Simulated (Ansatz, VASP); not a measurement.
Two plane-wave programs on Si4Ru

```
Si Ru
1.0
     5.29125    0.00000    0.00000
     0.00000    5.29125    0.00000
     0.00000    0.00000    2.79067
Si Ru
4 1
Direct
  0.27363 0.72637 0.50000
  0.72637 0.27363 0.50000
  0.27363 0.27363 0.50000
  0.72637 0.72637 0.50000
  0.00000 0.00000 0.00000
```

Alike in both runs: functional PBE; k mesh 6 × 6 × 12; occupations gaussian, width 0.1 eV; no spin polarisation.

Ansatz relaxed the structure, and its values are those at the end. VASP's run is a single point on that final structure, the one shown.

|  | VASP | Ansatz |
| --- | --- | --- |
| version | VASP 6.6.1 | Ansatz 0.2.0 |
| potentials or method | VASP PAW PBE potentials, release 64 (Si, Ru_pv), cutoff 520 eV | scalar-relativistic, plane waves, PAW |
| valence electrons in the cell | 30 | 32 |

```tsv
	VASP	Ansatz	Ansatz less VASP
gap on the k mesh at the Fermi level (eV)	none	none	-
pressure (GPa)	0.0	0.0	+0.03
```

A gap of «none» marks a metal or a gap that the smearing closes. VASP's potentials hold 30 valence electrons a cell and Ansatz's 32, so a difference there can come from the potentials and not from the codes.
